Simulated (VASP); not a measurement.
# Zn3GeO (Pm-3m) in VASP: further runs

Runs on Zn3GeO. Level: PBE. Tasks: single point, relaxation of cell and atoms.

Program: VASP 6.6.1. These are calculated values, not measurements. Logs are shortened: lines on timing, memory, paths and dates and some standing lists are left out, and cuts for length are marked.

**1. The cell of the first run**

Symmetry: Pm-3m, No. 221, cubic system. Conventional cell: a = 3.935 Å, b = 3.935 Å, c = 3.935 Å, α = 90.00°, β = 90.00°, γ = 90.00°. Within 2.6 Å of Zn (site symmetry 4/mmm) lie 2 Ge at 1.97 Å. Ge (site symmetry m-3m) has 6 Zn at 1.97 Å within 2.6 Å. O (site symmetry m-3m) has 12 Zn at 2.78 Å and 8 Ge at 3.41 Å within 3.7 Å.

The cell was built from a structure type or drawn by symmetry, and may not be a known phase.

**2. Single point, PBE**

Contents of INCAR:

```
  PREC = Accurate
  ENCUT = 520
  EDIFF = 1E-7
  ISMEAR = 0
  SIGMA = 0.1
  LREAL = F
  LASPH = T
  NELM = 60
  ALGO = Normal
  ISIF = 2
  LWAVE = F
  LCHARG = F
  GGA = PE
  NBANDS = 36
```

Contents of KPOINTS:

```
regular mesh
0
Gamma
  4 4 4
```

Contents of POSCAR:

```
Zn3GeO
1.0
    3.9346514400      0.0000000000      0.0000000000
    0.0000000000      3.9346514400      0.0000000000
    0.0000000000      0.0000000000      3.9346514400
Zn Ge O
3 1 1
Direct
    0.0000000000      0.5000000000      0.5000000000
    0.5000000000      0.0000000000      0.5000000000
    0.5000000000      0.5000000000      0.0000000000
    0.5000000000      0.5000000000      0.5000000000
    0.0000000000      0.0000000000      0.0000000000
```

Potentials or basis: VASP PAW PBE potentials, release 64 (Zn, Ge_d, O).

Launch:

```console
> cat potpaw_PBE.64/Zn/POTCAR potpaw_PBE.64/Ge_d/POTCAR potpaw_PBE.64/O/POTCAR > POTCAR
> mpirun -np 1 vasp_std > vasp.out
```

OUTCAR:

```text
PREC = Accurate
   ENCUT = 520
   EDIFF = 1E-7
   ISMEAR = 0
   LREAL = F
   LASPH = T
   NELM = 60
   ISIF = 2
   GGA = PE

 ion  position               nearest neighbor table
   1  0.000  0.500  0.500-   4 1.97   4 1.97   2 2.78   3 2.78   2 2.78   2 2.78   3 2.78   3 2.78
                             3 2.78   2 2.78
   2  0.500  0.000  0.500-   4 1.97   4 1.97   1 2.78   3 2.78   1 2.78   3 2.78   3 2.78   3 2.78
                             1 2.78   1 2.78
   3  0.500  0.500  0.000-   4 1.97   4 1.97   1 2.78   1 2.78   2 2.78   2 2.78   2 2.78   2 2.78
                             1 2.78   1 2.78
   4  0.500  0.500  0.500-   1 1.97   2 1.97   3 1.97   3 1.97   2 1.97   1 1.97
   5  0.000  0.000  0.000-

  LATTYP: Found a simple cubic cell.
 ALAT       =     3.9346514400

  Lattice vectors:

 A1 = (   3.9346514400,   0.0000000000,   0.0000000000)
 A2 = (   0.0000000000,   3.9346514400,   0.0000000000)
 A3 = (   0.0000000000,   0.0000000000,   3.9346514400)

Analysis of symmetry for initial positions (statically):
=====================================================================
 Subroutine PRICEL returns:
 Original cell was already a primitive cell.

 Routine SETGRP: Setting up the symmetry group for a
 simple cubic supercell.

 Subroutine GETGRP returns: Found 48 space group operations
 (whereof 48 operations were pure point group operations)
 out of a pool of 48 trial point group operations.

The static configuration has the point symmetry O_h .

Analysis of symmetry for dynamics (positions and initial velocities):
=====================================================================
 Subroutine PRICEL returns:
 Original cell was already a primitive cell.

 Routine SETGRP: Setting up the symmetry group for a
 simple cubic supercell.

 Subroutine GETGRP returns: Found 48 space group operations
 (whereof 48 operations were pure point group operations)
 out of a pool of 48 trial point group operations.

The dynamic configuration has the point symmetry O_h .

 Subroutine INISYM returns: Found 48 space group operations
 (whereof 48 operations are pure point group operations),
 and found     1 'primitive' translations

----------------------------------------------------------------------------------------

                                     Primitive cell

  volume of cell :      60.9142

  direct lattice vectors                    reciprocal lattice vectors
     3.934651440  0.000000000  0.000000000     0.254152119  0.000000000  0.000000000
     0.000000000  3.934651440  0.000000000     0.000000000  0.254152119  0.000000000
     0.000000000  0.000000000  3.934651440     0.000000000  0.000000000  0.254152119

  length of vectors
     3.934651440  3.934651440  3.934651440     0.254152119  0.254152119  0.254152119

  position of ions in fractional coordinates (direct lattice)
     0.000000000  0.500000000  0.500000000
     0.500000000  0.000000000  0.500000000
     0.500000000  0.500000000  0.000000000
     0.500000000  0.500000000  0.500000000
     0.000000000  0.000000000  0.000000000

  ion indices of the primitive-cell ions
   primitive index   ion index
                 1           1
                 2           2
                 3           3
                 4           4
                 5           5

----------------------------------------------------------------------------------------

 KPOINTS: regular mesh

Automatic generation of k-mesh.
 Grid dimensions read from file:
 generate k-points for:    4    4    4

 Generating k-lattice:

  Cartesian coordinates                     Fractional coordinates (reciprocal lattice)
     0.063538030  0.000000000  0.000000000     0.250000000  0.000000000  0.000000000
     0.000000000  0.063538030  0.000000000     0.000000000  0.250000000  0.000000000
     0.000000000  0.000000000  0.063538030     0.000000000  0.000000000  0.250000000

  Length of vectors
     0.063538030  0.063538030  0.063538030

  Shift w.r.t. Gamma in fractional coordinates (k-lattice)
     0.000000000  0.000000000  0.000000000

 Subroutine IBZKPT returns following result:
 ===========================================

 Found     10 irreducible k-points:

 Following reciprocal coordinates:
            Coordinates               Weight
  0.000000  0.000000  0.000000      1.000000
  0.250000  0.000000  0.000000      6.000000
  0.500000  0.000000  0.000000      3.000000
  0.250000  0.250000  0.000000     12.000000
  0.500000  0.250000  0.000000     12.000000
  0.500000  0.500000  0.000000      3.000000
  0.250000  0.250000  0.250000      8.000000
  0.500000  0.250000  0.250000     12.000000
  0.500000  0.500000  0.250000      6.000000
  0.500000  0.500000  0.500000      1.000000
   k-points           NKPTS =     10   k-points in BZ     NKDIM =     10   number of bands    NBANDS=     36
   number of dos      NEDOS =    301   number of ions     NIONS =      5
   total plane-waves  NPLWV =  27000
   dimension x,y,z NGX =    30 NGY =   30 NGZ =   30
   dimension x,y,z NGXF=    60 NGYF=   60 NGZF=   60
   ions per type =               3   1   1
   NGX,Y,Z   is equivalent  to a cutoff of  12.68, 12.68, 12.68 a.u.
   NGXF,Y,Z  is equivalent  to a cutoff of  25.35, 25.35, 25.35 a.u.
 SYSTEM =  unknown system
   PREC   = accura    normal or accurate (medium, high low for compatibility)
   ISTART =      0    job   : 0-new  1-cont  2-samecut
   ICHARG =      2    charge: 1-file 2-atom 10-const
   ISPIN  =      1    spin polarized calculation?
   LNONCOLLINEAR =      F non collinear calculations
   LSORBIT =      F    spin-orbit coupling
   LASPH  =      T    aspherical Exc in radial PAW
   ENCUT  =  520.0 eV  38.22 Ry    6.18 a.u.   7.32  7.32  7.32*2*pi/ulx,y,z
   NELM   =     60;   NELMIN=  2; NELMDL= -5     # of ELM steps
   EDIFF  = 0.1E-06   stopping-criterion for ELM
   LREAL  =      F    real-space projection
   EDIFFG = 0.1E-05   stopping-criterion for IOM
   NSW    =      0    number of steps for IOM
   IBRION =     -1    ionic relax: 0-MD 1-quasi-New 2-CG
   NFREE  =      0    steps in history (QN), initial steepest desc. (CG)
   ISIF   =      2    stress and relaxation
   ISYM   =      2    0-nonsym 1-usesym 2-fastsym
   POTIM  = 0.5000    time-step for ionic-motion
   TEBEG  =    0.0;   TEEND  =   0.0 temperature during run
   PSTRESS=    0.0 pullay stress
   NELECT =      56.0000    total number of electrons
   NUPDOWN=      -1.0000    fix difference up-down
   EMIN   =  10.00;   EMAX   =-10.00  energy-range for DOS
   EFERMI =   0.00;   METHOD = LEGACY
   ISMEAR =     0;   SIGMA  =   0.10  broadening in eV -4-tet -1-fermi 0-gaus
   EFERMI_NEDOS =   21; number of points for ismear=-14 and -15
   IALGO  =     38    algorithm
   IMIX   =      4    mixing-type and parameters
     AMIX     =   0.40;   BMIX     =  1.00
     AMIX_MAG =   1.60;   BMIX_MAG =  1.00
  volume/ion in A,a.u.               =      12.18        82.21
  Fermi-wavevector in a.u.,A,eV,Ry     =   1.591834  3.008131 34.476306  2.533937
  Thomas-Fermi vector in A             =   2.690313
   LORBIT       =      0    0 simple, 1 ext, 2 COOP (PROOUT), +10 PAW based schemes
   GGA     = PE    functional components
   LHFCALC =     F    Hartree Fock is set to
   AEXX    =    0.0000 exact exchange contribution
   IVDW    =     0    specifies the selected vdW correction
   LEPSILON=     F    determine dielectric tensor
   LRPA    =     F    only Hartree local field effects (RPA)
 non-spin polarized calculation
 Gauss-broadening in eV      SIGMA  =   0.10
  energy-cutoff  :      520.00
  volume of cell :       60.91
 maximum number of plane-waves:      1666
 NGX is ok and might be reduce to    30
   NGX = 15   NGY = 15   NGZ = 15

 number of electron      56.0000016 magnetization

 Free energy of the ion-electron system (eV)
  ---------------------------------------------------
  ext. energy  EPLUGINS =         0.00000000
  ---------------------------------------------------
  free energy    TOTEN  =        -3.72814770 eV

  energy without entropy =       -3.72098895  energy(sigma->0) =       -3.72456833

 E-fermi :   4.4654     XC(G=0): -12.0834

 val. band max:        4.4514883156   @ k =   0.5000   0.5000   0.0000
 cond. band min:       5.7353237165   @ k =   0.0000   0.0000   0.0000
 fundamental gap:      1.2838354009
 Fermi energy:         4.4654057525

 k-point     1 :       0.0000    0.0000    0.0000
  band No.  band energies     occupation
      1     -20.8600      2.00000
      2     -20.8600      2.00000
      3     -20.5939      2.00000
      4     -20.5939      2.00000
      5     -20.5939      2.00000
      6     -11.6398      2.00000
[... 28 lines left out ...]
     35      15.0601      0.00000
     36      15.0601      0.00000

 k-point     2 :       0.2500    0.0000    0.0000
  band No.  band energies     occupation
      1     -20.8596      2.00000
      2     -20.8163      2.00000
      3     -20.5936      2.00000
      4     -20.5871      2.00000
      5     -20.5871      2.00000
      6     -11.4453      2.00000
[... 28 lines left out ...]
     35      14.0878      0.00000
     36      14.0898      0.00000

 k-point     3 :       0.5000    0.0000    0.0000
  band No.  band energies     occupation
      1     -20.8592      2.00000
      2     -20.7724      2.00000
      3     -20.5933      2.00000
      4     -20.5804      2.00000
      5     -20.5804      2.00000
      6     -11.2404      2.00000
[... 28 lines left out ...]
     35      13.5407      0.00000
     36      13.5407      0.00000

 k-point     4 :       0.2500    0.2500    0.0000
  band No.  band energies     occupation
      1     -20.8379      2.00000
      2     -20.7934      2.00000
      3     -20.5869      2.00000
      4     -20.5868      2.00000
      5     -20.5805      2.00000
      6     -11.3150      2.00000
[... 28 lines left out ...]
     35      12.3253      0.00000
     36      12.6644      0.00000

 k-point     5 :       0.5000    0.2500    0.0000
  band No.  band energies     occupation
      1     -20.8318      2.00000
      2     -20.7547      2.00000
      3     -20.5865      2.00000
      4     -20.5801      2.00000
      5     -20.5739      2.00000
      6     -11.1855      2.00000
[... 28 lines left out ...]
     35      12.8347      0.00000
     36      15.8187      0.00000

 k-point     6 :       0.5000    0.5000    0.0000
  band No.  band energies     occupation
      1     -20.8163      2.00000
      2     -20.7249      2.00000
      3     -20.5798      2.00000
      4     -20.5798      2.00000
      5     -20.5675      2.00000
      6     -11.1289      2.00000
[... 28 lines left out ...]
     35      15.6699      0.00000
     36      17.3681      0.00000

 k-point     7 :       0.2500    0.2500    0.2500
  band No.  band energies     occupation
      1     -20.7931      2.00000
      2     -20.7931      2.00000
      3     -20.5803      2.00000
      4     -20.5802      2.00000
      5     -20.5802      2.00000
      6     -11.2299      2.00000
[... 28 lines left out ...]
     35      15.4492      0.00000
     36      15.9035      0.00000

 k-point     8 :       0.5000    0.2500    0.2500
  band No.  band energies     occupation
      1     -20.7928      2.00000
      2     -20.7482      2.00000
      3     -20.5799      2.00000
      4     -20.5736      2.00000
      5     -20.5735      2.00000
      6     -11.1468      2.00000
[... 28 lines left out ...]
     35      15.6159      0.00000
     36      16.0009      0.00000

 k-point     9 :       0.5000    0.5000    0.2500
  band No.  band energies     occupation
      1     -20.7705      2.00000
      2     -20.7247      2.00000
      3     -20.5732      2.00000
      4     -20.5732      2.00000
      5     -20.5671      2.00000
      6     -11.1069      2.00000
[... 28 lines left out ...]
     35      15.8469      0.00000
     36      16.5164      0.00000

 k-point    10 :       0.5000    0.5000    0.5000
  band No.  band energies     occupation
      1     -20.7244      2.00000
      2     -20.7244      2.00000
      3     -20.5666      2.00000
      4     -20.5666      2.00000
      5     -20.5666      2.00000
      6     -11.0849      2.00000
[... 28 lines left out ...]
     35      17.8838      0.00000
     36      17.8838      0.00000

------------------------ aborting loop because EDIFF is reached ----------------------------------------

  FORCE on cell =-STRESS in cart. coord.  units (eV):
  Direction    XX          YY          ZZ          XY          YZ          ZX
  --------------------------------------------------------------------------------------
  -------------------------------------------------------------------------------------
  Total       31.5729940     31.5729940     31.5729940     -0.0000000     -0.0000000      0.0000000
  in kB      830.4386480    830.4386480    830.4386480     -0.0000000     -0.0000000      0.0000000
  external PRESSURE =     830.4386480 kB  Pullay stress =       0.0000000 kB

 VOLUME and BASIS-vectors are now :
 -----------------------------------------------------------------------------
  energy-cutoff  :      520.00
  volume of cell :       60.91
      direct lattice vectors                 reciprocal lattice vectors
     3.934651440  0.000000000  0.000000000     0.254152119  0.000000000  0.000000000
     0.000000000  3.934651440  0.000000000     0.000000000  0.254152119  0.000000000
     0.000000000  0.000000000  3.934651440     0.000000000  0.000000000  0.254152119

 POSITION                                       TOTAL-FORCE (eV/Angst)
 -----------------------------------------------------------------------------------
      0.00000      1.96733      1.96733         0.000000      0.000000      0.000000
      1.96733      0.00000      1.96733         0.000000      0.000000      0.000000
      1.96733      1.96733      0.00000         0.000000      0.000000      0.000000
      1.96733      1.96733      1.96733         0.000000      0.000000      0.000000
      0.00000      0.00000      0.00000         0.000000      0.000000      0.000000
 -----------------------------------------------------------------------------------
    total drift:                                0.000000      0.000000     -0.000000

  FREE ENERGIE OF THE ION-ELECTRON SYSTEM (eV)
  ---------------------------------------------------
  free  energy   TOTEN  =        -3.7281476968 eV

  energy  without entropy=       -3.7209889539  energy(sigma->0) =       -3.72456833
```

It took 14 s on 1 thread of Intel Xeon 6975P-C (Granite Rapids), shared host; peak memory 0.17 GiB.

Results:

- Free energy: -3.7281 eV
- Pressure: 83.0 GPa
- Band gap on the k mesh: zero (filled and empty bands touch)

Caveat: the k points lie up to 0.40 Å⁻¹ apart.

**3. Single point, PBE**

This run uses another cell than the first one, of 20.47 Å³/atom.

Contents of INCAR:

```
PREC = Accurate
ENCUT = 520
EDIFF = 1E-6
ISMEAR = 0
SIGMA = 0.1
LREAL = False
LASPH = True
NELM = 80
ALGO = Normal
ISIF = 2
LWAVE = False
LCHARG = True
GGA = PE
LELF = True
LVHAR = True
NBANDS = 36
```

Contents of KPOINTS:

```
Automatic mesh
0
Gamma
  4 4 4
```

Changes to POSCAR since step 2:

```diff
@@ -2,5 +2,5 @@
 1.0
-    3.9346514400      0.0000000000      0.0000000000
-    0.0000000000      3.9346514400      0.0000000000
-    0.0000000000      0.0000000000      3.9346514400
+    4.6775798214      0.0000000000      0.0000000000
+    0.0000000000      4.6775798214      0.0000000000
+    0.0000000000      0.0000000000      4.6775798214
 Zn Ge O
```

Potentials or basis: VASP PAW PBE potentials, release 64 (Zn, Ge_d, O).

Launch:

```console
> cat potpaw_PBE.64/Zn/POTCAR potpaw_PBE.64/Ge_d/POTCAR potpaw_PBE.64/O/POTCAR > POTCAR
> mpirun -np 1 vasp_std > vasp.out
```

Run time: 18 s. Hardware: 1 thread of Intel Xeon 6975P-C (Granite Rapids), shared host; peak memory 0.22 GiB.

Results (log left out):

| Quantity | Value |
| --- | --- |
| Free energy | -10.1319 eV |
| Pressure | 0.2 GPa |
| Band gap on the k mesh | zero (bands 28 and 29 overlap by 0.06 eV) |

Levels at points of the mesh, in eV from the Fermi level:
| k point | band 24 | band 25 | band 26 | band 27 | band 28 | band 29 | band 30 | band 31 | band 32 | band 33 |
| --- | --- | --- | --- | --- | --- | --- | --- | --- | --- | --- |
| (0.00, 0.00, 0.00) | -2.59 | -2.59 | -0.25 | -0.25 | -0.04 | -0.04 | -0.04 | 1.19 | 6.61 | 6.61 |
| (0.50, 0.00, 0.00) | -1.87 | -1.87 | -0.94 | -0.36 | -0.36 | 0.10 | 1.86 | 4.40 | 4.45 | 4.45 |
| (0.50, 0.50, 0.00) | -4.39 | -1.28 | -0.19 | -0.04 | -0.04 | 0.56 | 0.72 | 4.05 | 4.05 | 5.71 |
| (0.50, 0.50, 0.50) | -3.64 | -3.64 | -1.30 | -1.30 | -1.30 | 2.46 | 2.46 | 2.46 | 7.50 | 7.50 |

**4. Relaxation of cell and atoms, PBE**

Contents of INCAR:

```
PREC = Accurate
ENCUT = 600
EDIFF = 1E-7
ISMEAR = 0
SIGMA = 0.1
LREAL = F
LASPH = T
NELM = 100
ALGO = Normal
ISIF = 3
LWAVE = F
LCHARG = F
GGA = PE
IBRION = 2
NSW = 90
EDIFFG = -0.04
```

KPOINTS is that of step 3.

Changes to POSCAR since step 3:

```diff
@@ -2,5 +2,5 @@
 1.0
-    4.6775798214      0.0000000000      0.0000000000
-    0.0000000000      4.6775798214      0.0000000000
-    0.0000000000      0.0000000000      4.6775798214
+    3.9346514400      0.0000000000      0.0000000000
+    0.0000000000      3.9346514400      0.0000000000
+    0.0000000000      0.0000000000      3.9346514400
 Zn Ge O
```

Launch:

```console
> cat potpaw_PBE.64/Zn/POTCAR potpaw_PBE.64/Ge_d/POTCAR potpaw_PBE.64/O/POTCAR > POTCAR
> mpirun -np 1 vasp_std > vasp.out
```

It took 50 s on 1 thread of Intel Xeon 6975P-C (Granite Rapids), shared host; peak memory 0.19 GiB.

It converged, with:

| Quantity | Value |
| --- | --- |
| Free energy | -10.0661 eV |
| Relaxed volume | 20.19 Å³/atom |
| Relaxed cell | a = 4.657 Å, b = 4.657 Å, c = 4.657 Å, α = 90.00°, β = 90.00°, γ = 90.00° |
| Space group after relaxing (to 0.1 Å) | Pm-3m (No. 221) |
| Energy gained by relaxing | 1267.3 meV/atom |
| Ionic steps | 5 |
| Pressure after relaxing | 0.0 GPa |
| Band gap on the k mesh | zero (bands 28 and 29 overlap by 0.04 eV) |

Step by step:
| step | energy change (eV) | largest force (eV/Å) | pressure (GPa) | volume (Å³) |
| --- | --- | --- | --- | --- |
| 1 | 0.0000 | 0.0000 | 82.94 | 60.91 |
| 2 | -5.2635 | 0.0000 | -7.88 | 135.14 |
| 3 | -6.3256 | 0.0000 | 1.35 | 98.31 |
| 4 | -6.3347 | 0.0000 | -0.51 | 102.02 |
| 5 | -6.3365 | 0.0000 | -0.01 | 100.97 |

Final structure:
```
Zn Ge O
1.0
     4.65658    0.00000    0.00000
     0.00000    4.65658    0.00000
     0.00000    0.00000    4.65658
Zn Ge O
3 1 1
Direct
  0.00000 0.50000 0.50000
  0.50000 0.00000 0.50000
  0.50000 0.50000 0.00000
  0.50000 0.50000 0.50000
  0.00000 0.00000 0.00000
```

Levels at points of the mesh, in eV from the Fermi level:
| k point | band 26 | band 27 | band 28 | band 29 | band 30 | band 31 |
| --- | --- | --- | --- | --- | --- | --- |
| (0.00, 0.00, 0.00) | -0.23 | -0.23 | -0.04 | -0.04 | -0.04 | 1.24 |
| (0.50, 0.00, 0.00) | -0.95 | -0.37 | -0.37 | 0.12 | 1.91 | 4.40 |
| (0.50, 0.50, 0.00) | -0.20 | -0.04 | -0.04 | 0.59 | 0.69 | 4.05 |
| (0.50, 0.50, 0.50) | -1.34 | -1.34 | -1.34 | 2.47 | 2.47 | 2.47 |

Caveat: the k points lie up to 0.34 Å⁻¹ apart in the final cell; the volume moved by over 15 % at a fixed basis, so the end points are rough.

**5. Summary**

| task | cell | cutoff (eV) | gap on the mesh (eV) | pressure (GPa) |
| --- | --- | --- | --- | --- |
| single point | a = 3.935 Å, 5 atoms | 520 | none | 83.0 |
| single point | a = 4.678 Å, 5 atoms | 520 | none | 0.2 |
| relaxation of cell and atoms | relaxed from a = 3.935 Å, 5 atoms | 600 | none | 0.0 |

Alike in all rows: level PBE; potentials or basis VASP PAW PBE potentials, release 64 (Zn, Ge_d, O); no spin polarisation; k mesh 4 × 4 × 4; smearing gaussian 0.1 eV.

Caveats: some runs use coarse meshes; the volume moved by over 15 % at a fixed basis, so the end points are rough (at least some runs).

Total energies depend on the potentials used, so only differences within one code and one set of settings carry meaning.
